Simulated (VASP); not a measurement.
A run of VASP 6.6.1:

File INCAR:

```
SYSTEM = Fe
PREC     = Accurate       ! precision mode
ENCUT    = 520            ! plane-wave cutoff, eV
EDIFF    = 1E-6           ! SCF threshold, eV
ISMEAR   = -1             ! smearing method
SIGMA    = 0.05           ! smearing width, eV
LREAL    = .False.        ! projectors in reciprocal space
LASPH    = .True.         ! aspherical terms in the spheres
NELM     = 150            ! most SCF steps
ALGO     = Normal         ! electronic algorithm
ISIF     = 2              ! what is computed and relaxed
LWAVE    = .False.        ! write WAVECAR
LCHARG   = .True.         ! write CHGCAR
ISPIN    = 2              ! spin polarisation
MAGMOM   = 4 4            ! initial moments
LORBIT   = 11             ! projections on sites
LMAXMIX  = 4              ! l up to which the mixer works
GGA      = PE             ! functional
LELF     = .True.         ! ELF
LVHAR    = .True.       
NBANDS   = 19             ! bands
```

Contents of KPOINTS:

```
regular mesh
0
Gamma
  11 11 11
  0 0 0
```

File POSCAR:

```
Fe
1.0
    3.5270000000      1.7635000000      1.7635000000
    1.7635000000      3.5270000000      1.7635000000
    1.7635000000      1.7635000000      3.5270000000
Fe
2
Direct
    0.0000000000      0.0000000000      0.0000000000
    0.5000000000      0.5000000000      0.5000000000
```

Potentials or basis: VASP PAW PBE potentials, release 64 (Fe).

Launch:

```sh
$ cat potpaw_PBE.64/Fe/POTCAR > POTCAR
$ mpirun -np 1 vasp_std > vasp.out
```

Hardware: 1 thread of Intel(R) Xeon(R) Platinum 8488C (Sapphire Rapids), on a shared host.

Estimate the wall time of this run.

It took 4.3 min on 1 thread of Intel(R) Xeon(R) Platinum 8488C (Sapphire Rapids), with other jobs on the host, peak memory 0.27 GiB. Counts: scf iterations 24, k points 146.
